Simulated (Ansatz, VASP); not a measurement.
**One calculation of BiPt3, two programs**

Contents of INCAR:

```
  PREC = Accurate
  ENCUT = 520
  EDIFF = 1E-6
  ISMEAR = -1
  SIGMA = 0.05
  LREAL = False
  LASPH = True
  NELM = 80
  ALGO = Normal
  ISIF = 2
  LWAVE = False
  LCHARG = False
  GGA = PE
  NBANDS = 30
```

Contents of KPOINTS:

```
regular mesh
0
Gamma
  7 7 7
```

File POSCAR:

```
BiPt3
1.0
    4.2142209405      0.0000000000      0.0000000000
    0.0000000000      4.2142209405      0.0000000000
    0.0000000000      0.0000000000      4.2142209405
Bi Pt
1 3
Direct
    0.0000000000      0.0000000000      0.0000000000
    0.5000000000      0.5000000000      0.0000000000
    0.5000000000      0.0000000000      0.5000000000
    0.0000000000      0.5000000000      0.5000000000
```

The input input.yaml:

```yaml
crystal:
  lattice:
    - [4.2142209405, 0.0, 0.0]
    - [0.0, 4.2142209405, 0.0]
    - [0.0, 0.0, 4.2142209405]
  atoms:
    - { symbol: Bi, position: [0.0, 0.0, 0.0] }
    - { symbol: Pt, position: [0.5, 0.5, 0.0] }
    - { symbol: Pt, position: [0.5, 0.0, 0.5] }
    - { symbol: Pt, position: [0.0, 0.5, 0.5] }
hamiltonian:
  xc: pbe
  pseudopotentials: { kind: paw }
kpoints:
  mp_grid: { grid: [7, 7, 7] }
scf:
  occupations: { method: fermi_dirac, width: 0.05 }
output:
  forces: true
  stress: true
  eigenvalues: true
```

Alike in both runs: task single point; functional PBE; k mesh 7 × 7 × 7; occupations fermi-dirac, width 0.05 eV; no spin polarisation.

```csv
,VASP,Ansatz
version,VASP 6.6.1,Ansatz 0.2.0
potentials or method,"VASP PAW PBE potentials, release 64 (Bi_d, Pt)",Ansatz PAW
plane-wave cutoff (eV),520,420
valence electrons in the cell,45,69
```

VASP gave:

| Quantity | Value |
| --- | --- |
| gap on the k mesh at the Fermi level (eV) | none |
| pressure (GPa) | -4.3 |

Q: Which values does Ansatz return?

A: gap on the k mesh at the Fermi level (eV): none; pressure (GPa): -4.1.

A gap of «none» marks a metal or a gap that the smearing closes. VASP's potentials hold 45 valence electrons a cell and Ansatz's 69, so a difference there can come from the potentials and not from the codes.

Spin-orbit coupling is off throughout.
